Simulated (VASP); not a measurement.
Set up this calculation in VASP 6.6.1, as the native input.

* Task: single point
* Functional: PBEsol
* Potentials or basis: VASP PAW PBE potentials, release 64 (Si)
* Cutoff: 500 eV
* k mesh: 12 × 12 × 11
* Occupations: fermi-dirac, width 0.05 eV
* Spin: no spin polarisation
* Dipole correction: no
* Further INCAR settings: ALGO = Normal; EDIFF = 1e-06; NBANDS = 8

The structure of Si lies in POSCAR:

```
Si
1.0
    2.6127700176      0.0000000000      0.0000000000
   -1.3063850088      2.2627252095      0.0000000000
    0.0000000000      0.0000000000      2.4896310547
Si
1
Direct
    0.0000000000      0.0000000000      0.0000000000
```

This isn't the form of Si at room conditions, which is diamond.

One way to write it, as run:

INCAR

```
SYSTEM = Si
  PREC = Accurate
  ENCUT = 500
  EDIFF = 1E-6
  ISMEAR = -1
  SIGMA = 0.05
  LREAL = .FALSE.
  LASPH = .TRUE.
  NELM = 120
  ALGO = Normal
  ISIF = 2
  LWAVE = .FALSE.
  LCHARG = .FALSE.
  GGA = PS
  NBANDS = 8
  GGA_COMPAT = .FALSE.
```

KPOINTS

```
Automatic mesh
0
G
  12 12 11
  0 0 0
```

Potentials or basis: VASP PAW PBE potentials, release 64 (Si).

The run is started by

```console
$ cat potpaw_PBE.64/Si/POTCAR > POTCAR
$ mpirun -np 1 vasp_std > vasp.out
```

Results of the run:

The pressure is 0.2 GPa and the band gap on the k mesh is zero (bands 2 and 3 overlap by 11.95 eV).

Caveat: the PAW data sets were made with another functional, which shifts forces and pressure a little.

Run time: 12 s on 1 thread of Intel(R) Xeon(R) Platinum 8259CL CPU @ 2.50GHz (Skylake/Cascade Lake) (shared host), peak memory 0.12 GiB.
